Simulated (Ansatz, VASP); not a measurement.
**One calculation of GaSb, two programs**

```
Ga Sb
1.0
     0.00000    3.06860    3.06860
     3.06860    0.00000    3.06860
     3.06860    3.06860    0.00000
Ga Sb
1 1
Direct
  0.00000 0.00000 0.00000
  0.25000 0.25000 0.25000
```

Alike in both runs: task relaxation of cell and atoms; functional LDA; k mesh 10 × 10 × 10; occupations gaussian, width 0.1 eV; no spin polarisation.

```csv
,VASP,Ansatz
version,VASP 6.6.1,Ansatz 0.2.0
potentials or method,"VASP PAW LDA potentials, release 64 (Ga_d, Sb), cutoff 600 eV","scalar-relativistic, plane waves, PAW"
valence electrons in the cell,18,28
```

|  | VASP | Ansatz | Ansatz less VASP |
| --- | --- | --- | --- |
| gap on the k mesh at the Fermi level, each at its own relaxed structure (eV) | 0.09 | 0.07 | -0.025 |
| relaxed volume (Å³/atom) | 27.76 | 27.67 | -0.095 |
| relaxed cell length with the largest relative difference (Å) | 4.282 | 4.277 | -0.0049 |

Ansatz warns that its potentials were made for another functional, while VASP's fit it. LDA's correlation is that of Perdew and Zunger in VASP and of Perdew and Wang (1992) in Ansatz. VASP's potentials hold 18 valence electrons a cell and Ansatz's 28, so a difference there can come from the potentials and not from the codes.

Spin-orbit coupling is off throughout.
